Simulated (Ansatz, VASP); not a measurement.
## Two plane-wave programs on CoSi

POSCAR

```
CoSi
1.0
    2.6472746992      0.0000000000      0.0000000000
    0.0000000000      2.6472746992      0.0000000000
    0.0000000000      0.0000000000      2.6472746992
Co Si
1 1
Direct
    0.0000000000      0.0000000000      0.0000000000
    0.5000000000      0.5000000000      0.5000000000
```

INCAR.step1

```
SYSTEM = CoSi
ALGO     = Normal         ! electronic algorithm
EDIFF    = 1E-4           ! SCF threshold, eV
ENCUT    = 520            ! plane-wave cutoff, eV
GGA      = PE             ! functional
ISMEAR   = -1             ! smearing method
ISPIN    = 2              ! spin polarisation
LASPH    = .TRUE.         ! aspherical terms in the spheres
LCHARG   = .FALSE.        ! write CHGCAR
LMAXMIX  = 4              ! l up to which the mixer works
LREAL    = .FALSE.        ! projectors in reciprocal space
LWAVE    = .TRUE.         ! write WAVECAR
MAGMOM   = 1.7 0          ! initial moments
NBANDS   = 18             ! bands
NELM     = 150            ! most SCF steps
PREC     = Accurate       ! precision mode
SIGMA    = 0.05           ! smearing width, eV
```

Contents of INCAR.step2:

```
SYSTEM = CoSi
ALGO     = Normal         ! electronic algorithm
EDIFF    = 1E-6           ! SCF threshold, eV
ENCUT    = 520            ! plane-wave cutoff, eV
ISIF     = 2              ! what is computed and relaxed
ISMEAR   = -1             ! smearing method
ISPIN    = 2              ! spin polarisation
ISTART   = 1            
LASPH    = .TRUE.         ! aspherical terms in the spheres
LCHARG   = .FALSE.        ! write CHGCAR
LMAXMIX  = 4              ! l up to which the mixer works
LMIXTAU  = .TRUE.       
LORBIT   = 11             ! projections on sites
LREAL    = .FALSE.        ! projectors in reciprocal space
LWAVE    = .FALSE.        ! write WAVECAR
MAGMOM   = 1.7 0          ! initial moments
METAGGA  = R2SCAN         ! meta-GGA
NBANDS   = 18             ! bands
NELM     = 150            ! most SCF steps
PREC     = Accurate       ! precision mode
SIGMA    = 0.05           ! smearing width, eV
```

The input KPOINTS:

```
k-points
0
G
  14 14 14
  0 0 0
```

Input for Ansatz:

```yaml
crystal:
  lattice:
    - [2.6472746992, 0.0, 0.0]
    - [0.0, 2.6472746992, 0.0]
    - [0.0, 0.0, 2.6472746992]
  atoms:
    - { symbol: Co, position: [0.0, 0.0, 0.0], spin: 1.7 }
    - { symbol: Si, position: [0.5, 0.5, 0.5] }
magnetization:
  spin_polarized: true
kpoints:
  mp_grid: { grid: [14, 14, 14] }
scf:
  occupations: { method: fermi_dirac, width: 0.05 }
hamiltonian:
  xc: r2scan
  pseudopotentials: { kind: paw }
output:
  forces: true
  stress: true
  eigenvalues: true
  populations: true
```

Change from the starting cell: volume scaled by 0.88, PAW files.

Alike in both runs: task single point; functional r2SCAN; k mesh 14 × 14 × 14; occupations fermi-dirac, width 0.05 eV; collinear spin.

|  | VASP | Ansatz |
| --- | --- | --- |
| version | VASP 6.6.1 | Ansatz 0.2.0 |
| potentials or method | VASP PAW PBE potentials, release 64 (Co, Si) | PAW with Ansatz's default frozen-core files, scalar-relativistic |
| plane-wave cutoff (eV) | 520 | 500 |
| valence electrons in the cell | 13 | 21 |

```csv
,VASP,Ansatz,Ansatz less VASP
pressure (GPa),37.8,37.6,-0.21
net moment per atom (μB),0.37,0.38,+0.015
size of the moment on the site where the two differ most (μB),0.74,0.78,+0.041
```

VASP's potentials were made for PBE, not for r2SCAN. Site moments also hang on the region over which each program counts them. Both programs put the cell under a high pressure, so it lies far from rest at this level. The functional is the same, so the differences come from potentials, cutoffs and numerics. VASP's potentials hold 13 valence electrons a cell and Ansatz's 21, so a difference there can come from the potentials and not from the codes. Ansatz's warnings: stability check not made.
